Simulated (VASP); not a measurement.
Input of a VASP 6.6.1 run:

The input INCAR:

```
PREC     = Accurate       # precision mode
ENCUT    = 520            # plane-wave cutoff, eV
EDIFF    = 1E-6           # SCF threshold, eV
ISMEAR   = -1             # smearing method
SIGMA    = 0.05           # smearing width, eV
LREAL    = False          # projectors in reciprocal space
LASPH    = True           # aspherical terms in the spheres
NELM     = 60             # most SCF steps
ALGO     = Normal         # electronic algorithm
ISIF     = 2              # what is computed and relaxed
LWAVE    = False          # write WAVECAR
LCHARG   = False          # write CHGCAR
GGA      = PE             # functional
NBANDS   = 11             # bands
```

The input KPOINTS:

```
Automatic mesh
0
Gamma
  5 5 5
```

Contents of POSCAR:

```
C
1.0
    0.0000000000      2.1270000000      3.3480000000
    1.2280000000      0.0000000000      3.3480000000
    1.2280000000      2.1270000000      0.0000000000
C
2
Direct
    0.1666700000      0.8333300000      0.1666700000
    0.8333300000      0.1666700000      0.8333300000
```

Potentials or basis: VASP PAW PBE potentials, release 64 (C).

Launch:

```bash
$ cat potpaw_PBE.64/C/POTCAR > POTCAR
$ mpirun -np 1 vasp_std > vasp.out
```

**Question.** What does it give for the band gap on the k mesh?

**Answer.** 1.83 eV, indirect (least direct gap 2.51 eV).

**Question.** Predict the pressure.

**Answer.** 5.2 GPa.

Stress tensor (GPa, compression positive):
```
5.84 0.00 0.00
0.00 6.25 0.00
0.00 0.00 3.42
```

Caveat: the k points lie up to 0.62 Å⁻¹ apart. A k mesh can miss the band edges.
